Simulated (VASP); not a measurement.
Set up this calculation in VASP 6.6.1, as the native input.

```
Task                   : single point
Functional             : PBE
Potentials or basis    : VASP PAW PBE potentials, release 64 (Bi_d, Te)
Cutoff                 : 520 eV
k mesh                 : 16 × 16 × 16
Occupations            : gaussian, width 0.15 eV
Spin                   : no spin polarisation
Dipole correction      : no
Further INCAR settings : ALGO = Normal; EDIFF = 1e-06; NBANDS = 18
```

The structure of BiTe lies in POSCAR:

```
BiTe
1.0
    0.0000000000      3.3487299857      3.3487299857
    3.3487299857      0.0000000000      3.3487299857
    3.3487299857      3.3487299857      0.0000000000
Bi Te
1 1
Direct
    0.0000000000      0.0000000000      0.0000000000
    0.5000000000      0.5000000000      0.5000000000
```

This cell differs from its parent crystal: strain +0.030 along x and y, +0.030 along z.

These files were run (other wordings do the same):

INCAR

```
SYSTEM = BiTe
  ALGO = Normal
  EDIFF = 1E-6
  ENCUT = 520
  GGA = PE
  ISIF = 2
  ISMEAR = 0
  LASPH = .True.
  LCHARG = .False.
  LREAL = .False.
  LWAVE = .False.
  NBANDS = 18
  NELM = 60
  PREC = Accurate
  SIGMA = 0.15
```

KPOINTS

```
k-points
0
Gamma
  16 16 16
  0 0 0
```

Potentials or basis: VASP PAW PBE potentials, release 64 (Bi_d, Te).

Run with:

```console
$ cat potpaw_PBE.64/Bi_d/POTCAR potpaw_PBE.64/Te/POTCAR > POTCAR
$ mpirun -np 1 vasp_std > vasp.out
```

Results of the run:

* Pressure: -3.4 GPa
* Band gap on the k mesh: zero (an odd number of electrons rules out a gap without spin polarisation)

Caveat: the cell differs from its parent crystal (strain +0.030 along x and y, +0.030 along z); the cell stands under tension; spin-orbit coupling is left out, which moves the levels of the heavy elements; an odd number of electrons without spin polarisation forces a metal; a magnetic or distorted state may lie lower.

Run time: 88 s on 1 thread of AMD EPYC 9R45 96-Core Processor (Zen 5), on a shared host, peak memory 0.32 GiB.
